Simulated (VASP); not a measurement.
# CdS: single point with PBE

CdS:

```
CELL_PARAMETERS angstrom
-0.02916 2.90192 2.90192
2.90192 -0.02916 2.90192
2.90192 2.90192 -0.02916
ATOMIC_POSITIONS crystal
Cd 0.00000 0.00000 0.00000
S 0.25000 0.25000 0.25000
```

```yaml
Program: VASP 6.6.1
Task: single point
Functional: PBE
Potentials_or_basis: VASP PAW PBE potentials, release 64 (Cd, S)
Cutoff: 500 eV
k_mesh: 6 × 6 × 6
Occupations: gaussian, width 0.02 eV
Spin: no spin polarisation
Dipole_correction: no
Further_INCAR_settings: ALGO = Normal; EDIFF = 1e-06; NBANDS = 16
```

| Quantity | Value |
| --- | --- |
| Pressure | 3.2 GPa |
| Largest force | 0.132 eV/Å |
| Band gap on the k mesh | 1.12 eV |

Forces in eV/Å, atoms in the order of the input:
```
Cd  -0.076 -0.076 -0.076
S    0.076  0.076  0.076
```

Stress tensor (GPa, compression positive):
```
3.24 0.58 0.58
0.58 3.24 0.58
0.58 0.58 3.24
```

Levels at points of the mesh, in eV from the valence-band top:
```csv
k point,band 5,band 6,band 7,band 8,band 9,band 10,band 11,band 12,band 13,band 14
"(0.00, 0.00, 0.00)",-7.28,-7.28,-0.04,-0.04,0.00,1.12,6.45,6.45,6.65,11.41
"(0.50, 0.00, 0.00)",-7.24,-6.90,-4.43,-0.77,-0.76,3.01,6.95,7.06,7.43,11.08
"(0.50, 0.50, 0.00)",-7.19,-6.83,-3.98,-1.95,-1.87,3.52,4.33,9.20,10.72,10.79
"(0.50, 0.50, 0.50)",-7.24,-6.88,-4.44,-0.83,-0.83,2.93,6.92,6.92,7.53,11.00
```

It took 14 s on 1 thread of Intel(R) Xeon(R) 6975P-C (Granite Rapids), on a shared host, peak memory 0.17 GiB.

Caveat: the cell stands under pressure. Expect the measured gap to be larger: semilocal functionals such as PBE lack the derivative discontinuity.
